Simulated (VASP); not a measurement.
# InSb (I4/mmm) in VASP: a series of runs, part 2 of 2

VASP 6.6.1. The steps go on from the part before.

## 4. Single point, PBE (26.76 Å³/atom)

The input, INCAR:

```
PREC = Accurate ; ENCUT = 520
EDIFF = 1E-7 ; ISMEAR = 0
SIGMA = 0.15 ; LREAL = F
LASPH = T ; NELM = 100
ALGO = Normal ; ISIF = 2
LWAVE = F ; LCHARG = F
GGA = PE ; NBANDS = 16
```

The input, KPOINTS:

```
Automatic mesh
0
Gamma
  14 14 14
```

The input, POSCAR:

```
InSb
1.0
    0.0000000000      2.8148558936      3.3767011300
    2.8148558936      0.0000000000      3.3767011300
    2.8148558936      2.8148558936      0.0000000000
In Sb
1 1
Direct
    0.0000000000      0.0000000000      0.0000000000
    0.5000000000      0.5000000000      0.5000000000
```

Potentials or basis: VASP PAW PBE potentials, release 64 (In_d, Sb).

Run with:

```bash
> cat potpaw_PBE.64/In_d/POTCAR potpaw_PBE.64/Sb/POTCAR > POTCAR
> mpirun -np 1 vasp_std > vasp.out
```

OUTCAR:

```text
PREC = Accurate
   ENCUT = 520
   EDIFF = 1E-7
   ISMEAR = 0
   LREAL = F
   LASPH = T
   NELM = 100
   ISIF = 2
   GGA = PE

 ion  position               nearest neighbor table
   1  0.000  0.000  0.000-   2 2.81   2 2.81   2 2.81   2 2.81   2 3.38   2 3.38
   2  0.500  0.500  0.500-   1 2.81   1 2.81   1 2.81   1 2.81   1 3.38   1 3.38

  LATTYP: Found a body centered tetragonal cell.
 ALAT       =     3.9808073809
 C/A-ratio  =     1.6964905894

  Lattice vectors:

 A1 = (  -2.8148558936,   0.0000000000,   3.3767011300)
 A2 = (   2.8148558936,   0.0000000000,   3.3767011300)
 A3 = (   0.0000000000,   2.8148558936,  -3.3767011300)

Analysis of symmetry for initial positions (statically):
=====================================================================
 Subroutine PRICEL returns:
 Original cell was already a primitive cell.

 Routine SETGRP: Setting up the symmetry group for a
 body centered tetragonal supercell.

 Subroutine GETGRP returns: Found 16 space group operations
 (whereof 16 operations were pure point group operations)
 out of a pool of 16 trial point group operations.

The static configuration has the point symmetry D_4h.

Analysis of symmetry for dynamics (positions and initial velocities):
=====================================================================
 Subroutine PRICEL returns:
 Original cell was already a primitive cell.

 Routine SETGRP: Setting up the symmetry group for a
 body centered tetragonal supercell.

 Subroutine GETGRP returns: Found 16 space group operations
 (whereof 16 operations were pure point group operations)
 out of a pool of 16 trial point group operations.

The dynamic configuration has the point symmetry D_4h.

 Subroutine INISYM returns: Found 16 space group operations
 (whereof 16 operations are pure point group operations),
 and found     1 'primitive' translations

----------------------------------------------------------------------------------------

                                     Primitive cell

  volume of cell :      53.5100

  direct lattice vectors                    reciprocal lattice vectors
     0.000000000  2.814855894  3.376701130    -0.177628987  0.177628987  0.148073513
     2.814855894  0.000000000  3.376701130     0.177628987 -0.177628987  0.148073513
     2.814855894  2.814855894  0.000000000     0.177628987  0.177628987 -0.148073513

  length of vectors
     4.396080552  4.396080552  3.980807381     0.291598833  0.291598833  0.291598833

  position of ions in fractional coordinates (direct lattice)
     0.000000000  0.000000000  0.000000000
     0.500000000  0.500000000  0.500000000

  ion indices of the primitive-cell ions
   primitive index   ion index
                 1           1
                 2           2

----------------------------------------------------------------------------------------

 KPOINTS: Automatic mesh

Automatic generation of k-mesh.
 Grid dimensions read from file:
 generate k-points for:   14   14   14

 Generating k-lattice:

  Cartesian coordinates                     Fractional coordinates (reciprocal lattice)
    -0.012687785  0.012687785  0.010576680     0.071428571  0.000000000  0.000000000
     0.012687785 -0.012687785  0.010576680     0.000000000  0.071428571  0.000000000
     0.012687785  0.012687785 -0.010576680     0.000000000  0.000000000  0.071428571

  Length of vectors
     0.020828488  0.020828488  0.020828488

  Shift w.r.t. Gamma in fractional coordinates (k-lattice)
     0.000000000  0.000000000  0.000000000

 Subroutine IBZKPT returns following result:
 ===========================================

 Found    244 irreducible k-points:

 Following reciprocal coordinates:
            Coordinates               Weight
  0.000000  0.000000  0.000000      1.000000
  0.071429  0.000000  0.000000      8.000000
  0.142857 -0.000000  0.000000      8.000000
  0.214286  0.000000  0.000000      8.000000
  0.285714  0.000000  0.000000      8.000000
  0.357143  0.000000  0.000000      8.000000
[... 16 lines left out ...]
  0.214286  0.142857  0.000000      8.000000
  0.285714  0.142857  0.000000      8.000000
 [... further k-points ...]
   k-points           NKPTS =    244   k-points in BZ     NKDIM =    244   number of bands    NBANDS=     16
   number of dos      NEDOS =    301   number of ions     NIONS =      2
   total plane-waves  NPLWV =  38880
   dimension x,y,z NGX =    36 NGY =   36 NGZ =   30
   dimension x,y,z NGXF=    72 NGYF=   72 NGZF=   60
   ions per type =               1   1
   NGX,Y,Z   is equivalent  to a cutoff of  13.61, 13.61, 12.53 a.u.
   NGXF,Y,Z  is equivalent  to a cutoff of  27.23, 27.23, 25.06 a.u.
 SYSTEM =  unknown system
   PREC   = accura    normal or accurate (medium, high low for compatibility)
   ISTART =      0    job   : 0-new  1-cont  2-samecut
   ICHARG =      2    charge: 1-file 2-atom 10-const
   ISPIN  =      1    spin polarized calculation?
   LNONCOLLINEAR =      F non collinear calculations
   LSORBIT =      F    spin-orbit coupling
   LASPH  =      T    aspherical Exc in radial PAW
   ENCUT  =  520.0 eV  38.22 Ry    6.18 a.u.   8.17  8.17  7.40*2*pi/ulx,y,z
   NELM   =    100;   NELMIN=  2; NELMDL= -5     # of ELM steps
   EDIFF  = 0.1E-06   stopping-criterion for ELM
   LREAL  =      F    real-space projection
   EDIFFG = 0.1E-05   stopping-criterion for IOM
   NSW    =      0    number of steps for IOM
   IBRION =     -1    ionic relax: 0-MD 1-quasi-New 2-CG
   NFREE  =      0    steps in history (QN), initial steepest desc. (CG)
   ISIF   =      2    stress and relaxation
   ISYM   =      2    0-nonsym 1-usesym 2-fastsym
   POTIM  = 0.5000    time-step for ionic-motion
   TEBEG  =    0.0;   TEEND  =   0.0 temperature during run
   PSTRESS=    0.0 pullay stress
   NELECT =      18.0000    total number of electrons
   NUPDOWN=      -1.0000    fix difference up-down
   EMIN   =  10.00;   EMAX   =-10.00  energy-range for DOS
   EFERMI =   0.00;   METHOD = LEGACY
   ISMEAR =     0;   SIGMA  =   0.15  broadening in eV -4-tet -1-fermi 0-gaus
   EFERMI_NEDOS =   21; number of points for ismear=-14 and -15
   IALGO  =     38    algorithm
   IMIX   =      4    mixing-type and parameters
     AMIX     =   0.40;   BMIX     =  1.00
     AMIX_MAG =   1.60;   BMIX_MAG =  1.00
  volume/ion in A,a.u.               =      26.76       180.55
  Fermi-wavevector in a.u.,A,eV,Ry     =   1.138555  2.151557 17.637334  1.296307
  Thomas-Fermi vector in A             =   2.275259
   LORBIT       =      0    0 simple, 1 ext, 2 COOP (PROOUT), +10 PAW based schemes
   GGA     = PE    functional components
   LHFCALC =     F    Hartree Fock is set to
   AEXX    =    0.0000 exact exchange contribution
   IVDW    =     0    specifies the selected vdW correction
   LEPSILON=     F    determine dielectric tensor
   LRPA    =     F    only Hartree local field effects (RPA)
 non-spin polarized calculation
 Gauss-broadening in eV      SIGMA  =   0.15
  energy-cutoff  :      520.00
  volume of cell :       53.51
 maximum number of plane-waves:      1476
 NGX is ok and might be reduce to    36
   NGX = 17   NGY = 17   NGZ = 15

 number of electron      17.9999998 magnetization

 Free energy of the ion-electron system (eV)
  ---------------------------------------------------
  ext. energy  EPLUGINS =         0.00000000
  ---------------------------------------------------
  free energy    TOTEN  =        -6.23696238 eV

  energy without entropy =       -6.22494699  energy(sigma->0) =       -6.23095468

 E-fermi :   7.5814     XC(G=0): -10.0378

 val. band max:        7.5741278240   @ k =   0.4286   0.3571   0.0714
 cond. band min:       7.5852708445   @ k =   0.2857   0.0714   0.2143
 fundamental gap:      0.0111430205
 Fermi energy:         7.5814409230

 k-point     1 :       0.0000    0.0000    0.0000
  band No.  band energies     occupation
      1      -7.1449      2.00000
      2      -7.1186      2.00000
      3      -7.1059      2.00000
      4      -7.0296      2.00000
      5      -7.0296      2.00000
      6      -3.9903      2.00000
[... 8 lines left out ...]
     15      14.3745      0.00000
     16      15.1053      0.00000
[... 419 lines left out ...]
 k-point    24 :       0.2857    0.1429    0.0000
  band No.  band energies     occupation
      1      -7.1682      2.00000
      2      -7.1333      2.00000
      3      -7.1005      2.00000
      4      -7.0227      2.00000
      5      -7.0156      2.00000
      6      -3.3237      2.00000
[... 8 lines left out ...]
     15      15.7939      0.00000
     16      16.2435      0.00000

 [... further k-points ...]

------------------------ aborting loop because EDIFF is reached ----------------------------------------

  FORCE on cell =-STRESS in cart. coord.  units (eV):
  Direction    XX          YY          ZZ          XY          YZ          ZX
  --------------------------------------------------------------------------------------
  -------------------------------------------------------------------------------------
  Total        4.8893029      4.8893029     -0.9020834      0.0000000      0.0000000     -0.0000000
  in kB      146.3937619    146.3937619    -27.0098586      0.0000000      0.0000000     -0.0000000
  external PRESSURE =      88.5925550 kB  Pullay stress =       0.0000000 kB

 VOLUME and BASIS-vectors are now :
 -----------------------------------------------------------------------------
  energy-cutoff  :      520.00
  volume of cell :       53.51
      direct lattice vectors                 reciprocal lattice vectors
     0.000000000  2.814855894  3.376701130    -0.177628987  0.177628987  0.148073513
     2.814855894  0.000000000  3.376701130     0.177628987 -0.177628987  0.148073513
     2.814855894  2.814855894  0.000000000     0.177628987  0.177628987 -0.148073513

 POSITION                                       TOTAL-FORCE (eV/Angst)
 -----------------------------------------------------------------------------------
      0.00000      0.00000      0.00000         0.000000     -0.000000      0.000000
      2.81486      2.81486      3.37670        -0.000000      0.000000      0.000000
 -----------------------------------------------------------------------------------
    total drift:                               -0.000000     -0.000000      0.000000

  FREE ENERGIE OF THE ION-ELECTRON SYSTEM (eV)
  ---------------------------------------------------
  free  energy   TOTEN  =        -6.2369623791 eV

  energy  without entropy=       -6.2249469885  energy(sigma->0) =       -6.23095468
```

OSZICAR:

```text
N       E                     dE             d eps       ncg     rms          rms(c)
DAV:   1     0.112914351426E+03    0.11291E+03   -0.80990E+03  7840   0.121E+03
DAV:   2     0.427070822106E+00   -0.11249E+03   -0.10897E+03  8792   0.297E+02
DAV:   3    -0.614845282013E+01   -0.65755E+01   -0.65209E+01 10064   0.709E+01
DAV:   4    -0.631818449460E+01   -0.16973E+00   -0.16968E+00 10064   0.122E+01
DAV:   5    -0.632628017126E+01   -0.80957E-02   -0.80955E-02 11488   0.226E+00    0.421E+00
DAV:   6    -0.624581882640E+01    0.80461E-01   -0.13383E-01 10736   0.657E+00    0.236E+00
DAV:   7    -0.623721623744E+01    0.86026E-02   -0.41129E-02 12296   0.245E+00    0.641E-01
DAV:   8    -0.623685337423E+01    0.36286E-03   -0.40194E-03 10144   0.817E-01    0.231E-01
DAV:   9    -0.623696929603E+01   -0.11592E-03   -0.35135E-04 10528   0.172E-01    0.822E-02
DAV:  10    -0.623696171109E+01    0.75849E-05   -0.20864E-05 10976   0.351E-02    0.504E-02
DAV:  11    -0.623696394848E+01   -0.22374E-05   -0.45277E-06  9704   0.226E-02    0.136E-02
DAV:  12    -0.623696279939E+01    0.11491E-05   -0.61466E-07 10208   0.884E-03    0.693E-03
DAV:  13    -0.623696246467E+01    0.33472E-06   -0.89054E-08  7288   0.289E-03    0.354E-03
DAV:  14    -0.623696237908E+01    0.85585E-07   -0.18578E-08  5152   0.160E-03
   1 F= -.62369624E+01 E0= -.62309547E+01  d E =-.120154E-01
```

stdout:

```text
POSCAR found type information on POSCAR InSb
 POSCAR found :  2 types and       2 ions
 scaLAPACK will be used
 LDA part: xc-table for (Slater+PW92), standard interpolation
 POSCAR, INCAR and KPOINTS ok, starting setup
 FFT: planning ... GRIDC
 FFT: planning ... GRID_SOFT
 FFT: planning ... GRID
 WAVECAR not read
 entering main loop
```

It took 3.1 min on 1 thread of AMD EPYC 7R13 (Zen 3), shared host; peak memory 0.33 GiB.

What came out:

| Item | Value |
| --- | --- |
| Free energy | -6.2370 eV |
| Pressure | 8.9 GPa |
| Band gap on the k mesh | zero (bands 9 and 10 overlap by 2.90 eV) |

Stress tensor (GPa, compression positive):
```
14.64  0.00  0.00
 0.00 14.64  0.00
 0.00  0.00 -2.70
```

Levels at points of the mesh, in eV from the Fermi level:
```tsv
k point	band 6	band 7	band 8	band 9	band 10	band 11	band 12	band 13
(0.00, 0.00, 0.00)	-11.57	-0.66	-0.66	0.37	0.69	3.74	5.61	6.36
(0.50, 0.00, 0.00)	-9.59	-6.98	-0.36	0.95	1.16	3.11	3.25	4.21
(0.50, 0.50, 0.00)	-9.86	-4.82	-1.89	-1.89	-1.75	3.65	9.27	9.45
(0.50, 0.00, 0.50)	-8.05	-4.98	-3.76	-3.61	-1.56	3.01	5.98	9.59
```

Caveat: the cell stands under pressure; spin-orbit coupling is left out, which moves the levels of the heavy elements.

## 5. Single point, PBE (26.76 Å³/atom)

The input, INCAR:

```
PREC     = Accurate       # precision mode
ENCUT    = 520            # plane-wave cutoff, eV
EDIFF    = 1E-6           # SCF threshold, eV
ISMEAR   = 0              # smearing method
SIGMA    = 0.15           # smearing width, eV
LREAL    = F              # projectors in reciprocal space
LASPH    = T              # aspherical terms in the spheres
NELM     = 80             # most SCF steps
ALGO     = Normal         # electronic algorithm
ISIF     = 2              # what is computed and relaxed
LWAVE    = F              # write WAVECAR
LCHARG   = T              # write CHGCAR
GGA      = PE             # functional
LELF     = T              # ELF
LVHAR    = T            
NBANDS   = 16             # bands
```

The input, KPOINTS:

```
regular mesh
0
Gamma
  14 14 14
```

The input, POSCAR:

```
InSb
1.0
    0.0000000000      2.9310642529      3.1142557687
    2.9310642529      0.0000000000      3.1142557687
    2.9310642529      2.9310642529      0.0000000000
In Sb
1 1
Direct
    0.0000000000      0.0000000000      0.0000000000
    0.5000000000      0.5000000000      0.5000000000
```

Run with:

```bash
> cat potpaw_PBE.64/In_d/POTCAR potpaw_PBE.64/Sb/POTCAR > POTCAR
> mpirun -np 1 vasp_std > vasp.out
```

Run time: 2 min. Hardware: 1 thread of AMD EPYC 7R13 (Zen 3), shared host; peak memory 0.32 GiB.

It converged, with:

```
Free energy            : -6.5584 eV
Pressure               : 5.3 GPa
Band gap on the k mesh : zero (bands 9 and 10 overlap by 2.88 eV)
```

Stress tensor (GPa, compression positive):
```
7.39 0.00 0.00
0.00 7.39 0.00
0.00 0.00 0.99
```

Levels at points of the mesh, in eV from the Fermi level:
```tsv
k point	band 6	band 7	band 8	band 9	band 10	band 11	band 12	band 13
(0.00, 0.00, 0.00)	-11.47	-0.28	-0.28	0.12	0.33	5.18	5.98	6.35
(0.50, 0.00, 0.00)	-9.45	-6.81	0.14	0.55	1.90	2.65	2.68	3.65
(0.50, 0.50, 0.00)	-9.00	-4.85	-2.83	-2.18	-2.18	3.28	8.96	8.96
(0.50, 0.00, 0.50)	-8.40	-4.87	-3.49	-2.78	-2.09	3.03	7.73	9.70
```

Caveat: the cell stands under pressure; spin-orbit coupling is left out, which moves the levels of the heavy elements.

## 6. Single point, PBE (31.41 Å³/atom)

This run uses another cell than the first one, of 31.41 Å³/atom.

The input, INCAR:

```
PREC = Accurate
ENCUT = 520
EDIFF = 1E-7
ISMEAR = 0
SIGMA = 0.15
LREAL = F
LASPH = T
NELM = 60
ALGO = Normal
ISIF = 2
LWAVE = F
LCHARG = F
GGA = PE
NBANDS = 16
```

The input, KPOINTS:

```
Automatic mesh
0
Gamma
  14 14 14
```

The input, POSCAR:

```
InSb
1.0
    0.0000000000      3.0919831214      3.2852320665
    3.0919831214      0.0000000000      3.2852320665
    3.0919831214      3.0919831214      0.0000000000
In Sb
1 1
Direct
    0.0000000000      0.0000000000      0.0000000000
    0.5000000000      0.5000000000      0.5000000000
```

Potentials or basis: VASP PAW PBE potentials, release 64 (In_d, Sb).

Run with:

```bash
> cat potpaw_PBE.64/In_d/POTCAR potpaw_PBE.64/Sb/POTCAR > POTCAR
> mpirun -np 1 vasp_std > vasp.out
```

Wall time 2.6 min (1 thread of Intel Xeon Platinum 8259CL at 2.50GHz (Skylake/Cascade Lake), shared host); peak memory 0.4 GiB.

The run converged. Its results:

```
Free energy            : -6.5968 eV
Pressure               : -2.8 GPa
Band gap on the k mesh : zero (bands 9 and 10 overlap by 2.28 eV)
```

Stress tensor (GPa, compression positive):
```
-1.90  0.00  0.00
 0.00 -1.90  0.00
 0.00  0.00 -4.50
```

Levels at points of the mesh, in eV from the Fermi level:
```
           k point  band 5  band 6  band 7  band 8  band 9  band 10  band 11  band 12  band 13  band 14
(0.00, 0.00, 0.00)  -14.31  -10.43   -1.01   -0.21   -0.21     0.34     4.79     5.89     6.25     6.25
(0.50, 0.00, 0.00)  -14.29   -8.90   -6.00    0.14    0.44     1.89     2.52     2.64     2.94     9.46
(0.50, 0.50, 0.00)  -14.28   -8.65   -3.91   -3.03   -1.73    -1.73     3.54     7.83     7.83     8.74
(0.50, 0.00, 0.50)  -14.27   -8.21   -3.97   -3.52   -2.24    -1.62     3.33     6.75     8.42     9.50
```

Caveat: spin-orbit coupling is left out, which moves the levels of the heavy elements.

## 7. The runs side by side

```csv
cell,gap on the mesh (eV),pressure (GPa)
"a = 4.137, b = 4.137, c = 4.494 Å, angles 57.1, 57.1, 65.8°, 2 atoms",none,9.8
"a = 4.191, b = 4.191, c = 4.316 Å, angles 59.0, 59.0, 62.0°, 2 atoms",none,5.3
"a = 4.396, b = 4.396, c = 3.981 Å, angles 63.1, 63.1, 53.8°, 2 atoms",none,8.9
"a = 4.277, b = 4.277, c = 4.145 Å, angles 61.0, 61.0, 58.0°, 2 atoms",none,5.3
"a = 4.511, b = 4.511, c = 4.373 Å, angles 61.0, 61.0, 58.0°, 2 atoms",none,-2.8
```

Alike in all rows: task single point; level PBE; potentials or basis VASP PAW PBE potentials, release 64 (In_d, Sb); no spin polarisation; k mesh 14 × 14 × 14; cutoff (eV) 520; smearing gaussian 0.15 eV.

Caveats: spin-orbit coupling is left out, which moves the levels of the heavy elements; the cell stands under pressure (at least some runs).

Absolute energies hang on the potentials; compare differences alone.
